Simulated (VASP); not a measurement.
# Mg2B3 (R-3m) in VASP: further runs

The runs below take Mg2B3 through single point, relaxation of cell and atoms, with PBE.

Everything below comes from runs of VASP 6.6.1. Logs are shortened: lines on timing, memory, paths and dates and some standing lists are left out, and cuts for length are marked.

## Step 1: The cell of the first run

It takes space group R-3m (No. 166, trigonal). Conventional cell: a = 3.025 Å, b = 3.025 Å, c = 20.906 Å, α = 90.00°, β = 90.00°, γ = 120.00°. Mg (site symmetry 3m) has 6 B at 2.08 to 2.24 Å within 2.8 Å. Within 3.1 Å of B (site symmetry -3m) lie 6 Mg at 2.24 Å and 12 B at 3.02 to 3.08 Å. Within 2.8 Å of B (site symmetry 3m) lie 3 Mg at 2.08 Å and 3 B at 2.57 Å.

The cell was generated, and may not be a known phase.

## Step 2: Single point, PBE

Contents of INCAR:

```
PREC     = Accurate       # precision mode
ENCUT    = 520            # plane-wave cutoff, eV
EDIFF    = 1E-6           # SCF threshold, eV
ISMEAR   = 0              # smearing method
SIGMA    = 0.1            # smearing width, eV
LREAL    = F              # projectors in reciprocal space
LASPH    = T              # aspherical terms in the spheres
NELM     = 100            # most SCF steps
ALGO     = Normal         # electronic algorithm
ISIF     = 2              # what is computed and relaxed
LWAVE    = F              # write WAVECAR
LCHARG   = F              # write CHGCAR
GGA      = PE             # functional
NBANDS   = 14             # bands
```

Contents of KPOINTS:

```
Automatic mesh
0
Gamma
  6 6 6
```

Contents of POSCAR:

```
Mg2B3
1.0
    1.5123271500      0.8731424900      6.9687019600
   -1.5123271500      0.8731424900      6.9687019600
    0.0000000000     -1.7462849800      6.9687019600
Mg B
2 3
Direct
    0.4007999900      0.4007999900      0.4007999900
    0.5992000100      0.5992000100      0.5992000100
    0.0000000000      0.0000000000      0.0000000000
    0.2117000100      0.2117000100      0.2117000100
    0.7882999900      0.7882999900      0.7882999900
```

Potentials or basis: VASP PAW PBE potentials, release 64 (Mg, B).

Run with:

```
cat potpaw_PBE.64/Mg/POTCAR potpaw_PBE.64/B/POTCAR > POTCAR
mpirun -np 1 vasp_std > vasp.out
```

OUTCAR:

```text
PREC = Accurate
   ENCUT = 520
   EDIFF = 1E-6
   ISMEAR = 0
   LREAL = F
   LASPH = T
   NELM = 100
   ISIF = 2
   GGA = PE

 ion  position               nearest neighbor table
   1  0.401  0.401  0.401-   5 2.08   5 2.08   5 2.08   3 2.24   3 2.24   3 2.24   2 3.32   2 3.32
                             2 3.32
   2  0.599  0.599  0.599-   4 2.08   4 2.08   4 2.08   3 2.24   3 2.24   3 2.24   1 3.32   1 3.32
                             1 3.32
   3  0.000  0.000  0.000-   2 2.24   2 2.24   1 2.24   1 2.24   2 2.24   1 2.24
   4  0.212  0.212  0.212-   2 2.08   2 2.08   2 2.08
   5  0.788  0.788  0.788-   1 2.08   1 2.08   1 2.08

  LATTYP: Found a trigonal (rhomboedric) cell.
 ALAT       =     7.1841713665
 COS(alpha) =     0.9113725755

  Lattice vectors:

 A1 = (   1.5123271500,   0.8731424900,   6.9687019600)
 A2 = (  -1.5123271500,   0.8731424900,   6.9687019600)
 A3 = (   0.0000000000,  -1.7462849800,   6.9687019600)

Analysis of symmetry for initial positions (statically):
=====================================================================
 Subroutine PRICEL returns:
 Original cell was already a primitive cell.

 Routine SETGRP: Setting up the symmetry group for a
 trigonal (rhombohedral) supercell.

 Subroutine GETGRP returns: Found 12 space group operations
 (whereof 12 operations were pure point group operations)
 out of a pool of 12 trial point group operations.

The static configuration has the point symmetry D_3d.

Analysis of symmetry for dynamics (positions and initial velocities):
=====================================================================
 Subroutine PRICEL returns:
 Original cell was already a primitive cell.

 Routine SETGRP: Setting up the symmetry group for a
 trigonal (rhombohedral) supercell.

 Subroutine GETGRP returns: Found 12 space group operations
 (whereof 12 operations were pure point group operations)
 out of a pool of 12 trial point group operations.

The dynamic configuration has the point symmetry D_3d.

 Subroutine INISYM returns: Found 12 space group operations
 (whereof 12 operations are pure point group operations),
 and found     1 'primitive' translations

----------------------------------------------------------------------------------------

                                     Primitive cell

  volume of cell :      55.2121

  direct lattice vectors                    reciprocal lattice vectors
     1.512327150  0.873142490  6.968701960     0.330616296  0.190881407  0.047832916
    -1.512327150  0.873142490  6.968701960    -0.330616296  0.190881407  0.047832916
     0.000000000 -1.746284980  6.968701960     0.000000000 -0.381762813  0.047832916

  length of vectors
     7.184171367  7.184171367  7.184171368     0.384747754  0.384747754  0.384747753

  position of ions in fractional coordinates (direct lattice)
     0.400799990  0.400799990  0.400799990
     0.599200010  0.599200010  0.599200010
     0.000000000  0.000000000  0.000000000
     0.211700010  0.211700010  0.211700010
     0.788299990  0.788299990  0.788299990

  ion indices of the primitive-cell ions
   primitive index   ion index
                 1           1
                 2           2
                 3           3
                 4           4
                 5           5

----------------------------------------------------------------------------------------

 KPOINTS: Automatic mesh

Automatic generation of k-mesh.
 Grid dimensions read from file:
 generate k-points for:    6    6    6

 Generating k-lattice:

  Cartesian coordinates                     Fractional coordinates (reciprocal lattice)
     0.055102716  0.031813568  0.007972153     0.166666667  0.000000000  0.000000000
    -0.055102716  0.031813568  0.007972153     0.000000000  0.166666667  0.000000000
     0.000000000 -0.063627136  0.007972153     0.000000000  0.000000000  0.166666667

  Length of vectors
     0.064124626  0.064124626  0.064124625

  Shift w.r.t. Gamma in fractional coordinates (k-lattice)
     0.000000000  0.000000000  0.000000000

 Subroutine IBZKPT returns following result:
 ===========================================

 Found     32 irreducible k-points:

 Following reciprocal coordinates:
            Coordinates               Weight
  0.000000  0.000000  0.000000      1.000000
  0.166667  0.000000 -0.000000      6.000000
  0.333333  0.000000 -0.000000      6.000000
  0.500000  0.000000  0.000000      3.000000
  0.166667  0.166667 -0.000000      6.000000
  0.333333  0.166667 -0.000000     12.000000
[... 16 lines left out ...]
  0.500000  0.500000  0.166667      6.000000
 -0.333333  0.500000  0.166667     12.000000
 [... further k-points ...]
   k-points           NKPTS =     32   k-points in BZ     NKDIM =     32   number of bands    NBANDS=     14
   number of dos      NEDOS =    301   number of ions     NIONS =      5
   total plane-waves  NPLWV = 157464
   dimension x,y,z NGX =    54 NGY =   54 NGZ =   54
   dimension x,y,z NGXF=   108 NGYF=  108 NGZF=  108
   ions per type =               2   3
   NGX,Y,Z   is equivalent  to a cutoff of  12.50, 12.50, 12.50 a.u.
   NGXF,Y,Z  is equivalent  to a cutoff of  24.99, 24.99, 24.99 a.u.
 SYSTEM =  unknown system
   PREC   = accura    normal or accurate (medium, high low for compatibility)
   ISTART =      0    job   : 0-new  1-cont  2-samecut
   ICHARG =      2    charge: 1-file 2-atom 10-const
   ISPIN  =      1    spin polarized calculation?
   LNONCOLLINEAR =      F non collinear calculations
   LSORBIT =      F    spin-orbit coupling
   LASPH  =      T    aspherical Exc in radial PAW
   ENCUT  =  520.0 eV  38.22 Ry    6.18 a.u.  13.36 13.36 13.36*2*pi/ulx,y,z
   NELM   =    100;   NELMIN=  2; NELMDL= -5     # of ELM steps
   EDIFF  = 0.1E-05   stopping-criterion for ELM
   LREAL  =      F    real-space projection
   EDIFFG = 0.1E-04   stopping-criterion for IOM
   NSW    =      0    number of steps for IOM
   IBRION =     -1    ionic relax: 0-MD 1-quasi-New 2-CG
   NFREE  =      0    steps in history (QN), initial steepest desc. (CG)
   ISIF   =      2    stress and relaxation
   ISYM   =      2    0-nonsym 1-usesym 2-fastsym
   POTIM  = 0.5000    time-step for ionic-motion
   TEBEG  =    0.0;   TEEND  =   0.0 temperature during run
   PSTRESS=    0.0 pullay stress
   NELECT =      13.0000    total number of electrons
   NUPDOWN=      -1.0000    fix difference up-down
   EMIN   =  10.00;   EMAX   =-10.00  energy-range for DOS
   EFERMI =   0.00;   METHOD = LEGACY
   ISMEAR =     0;   SIGMA  =   0.10  broadening in eV -4-tet -1-fermi 0-gaus
   EFERMI_NEDOS =   21; number of points for ismear=-14 and -15
   IALGO  =     38    algorithm
   IMIX   =      4    mixing-type and parameters
     AMIX     =   0.40;   BMIX     =  1.00
     AMIX_MAG =   1.60;   BMIX_MAG =  1.00
  volume/ion in A,a.u.               =      11.04        74.52
  Fermi-wavevector in a.u.,A,eV,Ry     =   1.010907  1.910338 13.904247  1.021933
  Thomas-Fermi vector in A             =   2.143925
   LORBIT       =      0    0 simple, 1 ext, 2 COOP (PROOUT), +10 PAW based schemes
   GGA     = PE    functional components
   LHFCALC =     F    Hartree Fock is set to
   AEXX    =    0.0000 exact exchange contribution
   IVDW    =     0    specifies the selected vdW correction
   LEPSILON=     F    determine dielectric tensor
   LRPA    =     F    only Hartree local field effects (RPA)
 non-spin polarized calculation
 Gauss-broadening in eV      SIGMA  =   0.10
  energy-cutoff  :      520.00
  volume of cell :       55.21
 maximum number of plane-waves:      1537
 NGX is ok and might be reduce to    54
   NGX = 27   NGY = 27   NGZ = 27

 number of electron      13.0000000 magnetization

 Free energy of the ion-electron system (eV)
  ---------------------------------------------------
  ext. energy  EPLUGINS =         0.00000000
  ---------------------------------------------------
  free energy    TOTEN  =       -13.11283731 eV

  energy without entropy =      -13.10502927  energy(sigma->0) =      -13.10893329

 E-fermi :   4.3891     XC(G=0): -10.6014

 val. band max:        4.3844844079   @ k =  -0.1667   0.1667   0.0000
 cond. band min:       4.3977707722   @ k =   0.5000   0.5000   0.1667
 fundamental gap:      0.0132863643
 Fermi energy:         4.3891108061

 k-point     1 :       0.0000    0.0000    0.0000
  band No.  band energies     occupation
      1      -6.6570      2.00000
      2      -4.0955      2.00000
      3      -3.9077      2.00000
      4       3.1654      2.00000
      5       3.6272      2.00000
      6       7.5892      0.00000
      7       7.5892      0.00000
      8       7.6602      0.00000
      9       7.6602      0.00000
     10       8.9287      0.00000
     11       8.9287      0.00000
     12      10.5679      0.00000
     13      15.0794      0.00000
     14      15.7421      0.00000

 k-point     2 :       0.1667    0.0000   -0.0000
  band No.  band energies     occupation
      1      -6.1193      2.00000
      2      -3.8010      2.00000
      3      -3.1966      2.00000
      4       3.2070      2.00000
      5       4.0960      1.99997
      6       5.4648      0.00000
      7       6.0833      0.00000
      8       6.8791      0.00000
      9       7.1201      0.00000
     10       7.8083      0.00000
     11       8.7519      0.00000
     12       9.8220      0.00000
     13      13.9650      0.00000
     14      15.3184      0.00000
[... 343 lines left out ...]
      1      -4.1937      2.00000
      2      -3.6208      2.00000
      3      -0.1670      2.00000
      4       1.3710      2.00000
      5       2.5888      2.00000
      6       2.7679      2.00000
      7       4.3978      0.90253
      8       5.6262      0.00000
      9       6.9382      0.00000
     10       7.3041      0.00000
     11       7.7509      0.00000
     12       8.5085      0.00000
     13      11.9378      0.00000
     14      14.3673      0.00000

 k-point    24 :      -0.3333    0.5000    0.1667
  band No.  band energies     occupation
      1      -2.6355      2.00000
      2      -2.3855      2.00000
      3      -0.2195      2.00000
      4       1.2755      2.00000
      5       1.8775      2.00000
      6       2.8172      2.00000
      7       3.1568      2.00000
      8       3.8797      2.00000
      9       4.8978      0.00000
     10       5.7179      0.00000
     11       7.9702      0.00000
     12       8.2446      0.00000
     13      13.3846      0.00000
     14      14.4150      0.00000

 [... further k-points ...]

------------------------ aborting loop because EDIFF is reached ----------------------------------------

  FORCE on cell =-STRESS in cart. coord.  units (eV):
  Direction    XX          YY          ZZ          XY          YZ          ZX
  --------------------------------------------------------------------------------------
  -------------------------------------------------------------------------------------
  Total       11.1513051     11.1513052      9.2231335      0.0000000      0.0000000      0.0000000
  in kB      323.5953476    323.5953497    267.6424909      0.0000000      0.0000000      0.0000000
  external PRESSURE =     304.9443961 kB  Pullay stress =       0.0000000 kB

 VOLUME and BASIS-vectors are now :
 -----------------------------------------------------------------------------
  energy-cutoff  :      520.00
  volume of cell :       55.21
      direct lattice vectors                 reciprocal lattice vectors
     1.512327150  0.873142490  6.968701960     0.330616296  0.190881407  0.047832916
    -1.512327150  0.873142490  6.968701960    -0.330616296  0.190881407  0.047832916
     0.000000000 -1.746284980  6.968701960     0.000000000 -0.381762813  0.047832916

 POSITION                                       TOTAL-FORCE (eV/Angst)
 -----------------------------------------------------------------------------------
      0.00000      0.00000      8.37917         0.000000     -0.000000     -1.741452
      0.00000      0.00000     12.52694         0.000000      0.000000      1.741452
      0.00000      0.00000      0.00000         0.000000      0.000000     -0.000000
      0.00000      0.00000      4.42582         0.000000      0.000000     -5.822769
      0.00000      0.00000     16.48028         0.000000     -0.000000      5.822769
 -----------------------------------------------------------------------------------
    total drift:                                0.000000      0.000000     -0.000000

  FREE ENERGIE OF THE ION-ELECTRON SYSTEM (eV)
  ---------------------------------------------------
  free  energy   TOTEN  =       -13.1128373118 eV

  energy  without entropy=      -13.1050292668  energy(sigma->0) =      -13.10893329
```

It took 1.9 min on 1 thread of Intel Xeon 8259CL, shared host; peak memory 0.38 GiB.

What came out:

```
Free energy            : -13.1128 eV
Pressure               : 30.5 GPa
Largest force          : 5.823 eV/Å
Band gap on the k mesh : zero (an odd number of electrons rules out a gap without spin polarisation)
```

Forces in eV/Å, atoms in the order of the input:
```
Mg   0.000  0.000 -1.741
Mg   0.000  0.000  1.741
B    0.000  0.000  0.000
B    0.000  0.000 -5.823
B    0.000  0.000  5.823
```

Levels at points of the mesh, in eV from the Fermi level:
```tsv
k point	band 3	band 4	band 5	band 6	band 7	band 8	band 9	band 10
(0.00, 0.00, 0.00)	-8.30	-1.22	-0.76	3.20	3.20	3.27	3.27	4.54
(0.50, 0.00, 0.00)	-5.27	-4.42	-3.02	-2.65	0.58	1.16	1.39	1.52
(0.50, 0.50, 0.00)	-5.45	-4.55	-2.77	-1.99	-0.50	0.87	2.18	2.61
(0.50, 0.50, 0.50)	-5.76	-4.53	2.28	2.86	2.86	4.06	4.06	4.09
```

Caveat: the k points lie up to 0.40 Å⁻¹ apart, too coarse for converged energies and pressures of a metal; an odd number of electrons without spin polarisation forces a metal; a magnetic or distorted state may lie lower.

(Continued in part 2 of 2.)

The gap in the log of VASP goes by the Fermi energy; the results here count the filled bands.